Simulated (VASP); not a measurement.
Crystal: MgS (Niningerite).

```
CELL_PARAMETERS angstrom
0.00000 2.60165 2.60165
2.60165 0.00000 2.60165
2.60165 2.60165 0.00000
ATOMIC_POSITIONS crystal
S 0.50000 0.50000 0.50000
Mg 0.00000 0.00000 0.00000
```

```yaml
Program: VASP 6.6.1
Task: relaxation of cell and atoms
Functional: PBEsol
Dispersion: D4
Potentials_or_basis: VASP PAW PBE potentials, release 64 (S, Mg)
Cutoff: 600 eV
k_mesh: 9 × 9 × 9
Occupations: fermi-dirac, width 0.05 eV
Spin: no spin polarisation
```

At the start: pressure -2.5 GPa; volume 17.61 Å³/atom.

Problem. Where does the relaxation end?

Solution. Over 3 steps the energy falls by 4.7 meV/atom and the volume is 17.04 Å³/atom (-3.3 %); space group Fm-3m (No. 225, to 0.05 Å).

Step by step:
```
step  energy change (eV)  largest force (eV/Å)  pressure (GPa)  volume (Å³)
   1              0.0000                0.0000           -2.54        35.22
   2             -0.0089                0.0000            0.64        33.81
   3             -0.0094                0.0000            0.00        34.07
```

Final structure:
```
S Mg
1.0
     0.00000    2.57310    2.57310
     2.57310    0.00000    2.57310
     2.57310    2.57310    0.00000
S Mg
1 1
Cartesian
  2.5731 2.5731 2.5731
  0.0000 0.0000 0.0000
```

Caveat: the PAW data sets were made with another functional, which shifts forces and pressure a little.
